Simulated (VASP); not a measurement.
**BN: single point with PBE**

BN:

```xyz
4
Lattice="2.8847 0.0000 0.0000 -1.4424 2.4982 0.0000 0.0000 0.0000 4.6863" Properties=species:S:1:pos:R:3 pbc="T T T"
B     0.0000    1.6655    0.0000
B     1.4424    0.8327    2.3431
N     0.0000    1.6655    1.7574
N     1.4424    0.8327    4.1005
```

This cell differs from its parent crystal: Ga replaced by B, lengths x 0.882, strained.

```json
{
  "Program": "VASP 6.6.1",
  "Task": "single point",
  "Functional": "PBE",
  "Potentials or basis": "VASP PAW PBE potentials, release 64 (B, N)",
  "Cutoff": "520 eV",
  "k mesh": "9 × 9 × 6",
  "Occupations": "gaussian, width 0.02 eV",
  "Spin": "no spin polarisation",
  "Dipole correction": "no",
  "Further INCAR settings": "ALGO = Normal; EDIFF = 1e-07; NBANDS = 16"
}
```

| Item | Value |
| --- | --- |
| Pressure | -66.6 GPa |
| Largest force | 0.043 eV/Å |
| Band gap on the k mesh | 5.01 eV, indirect (least direct gap 5.25 eV) |

Forces on the atoms (eV/Å):
```
B    0.000  0.000  0.043
B    0.000  0.000  0.043
N    0.000  0.000 -0.043
N    0.000  0.000 -0.043
```

Stress tensor (GPa, compression positive):
```
-68.67   0.00   0.00
  0.00 -68.67   0.00
  0.00   0.00 -62.53
```

Levels at points of the mesh, in eV from the valence-band top:
| k point | band 6 | band 7 | band 8 | band 9 | band 10 | band 11 |
| --- | --- | --- | --- | --- | --- | --- |
| (0.00, 0.00, 0.00) | -0.13 | 0.00 | 0.00 | 5.25 | 5.39 | 6.79 |
| (0.00, 0.00, 0.50) | -0.86 | -0.86 | -0.86 | 5.90 | 5.90 | 7.95 |

It took 9.5 s on 1 thread of Intel(R) Xeon(R) 6975P-C (Granite Rapids), with other jobs on the host, peak memory 0.15 GiB.

Caveat: the cell differs from its parent crystal (Ga replaced by B, lengths x 0.882, strained). A k mesh can miss the band edges.
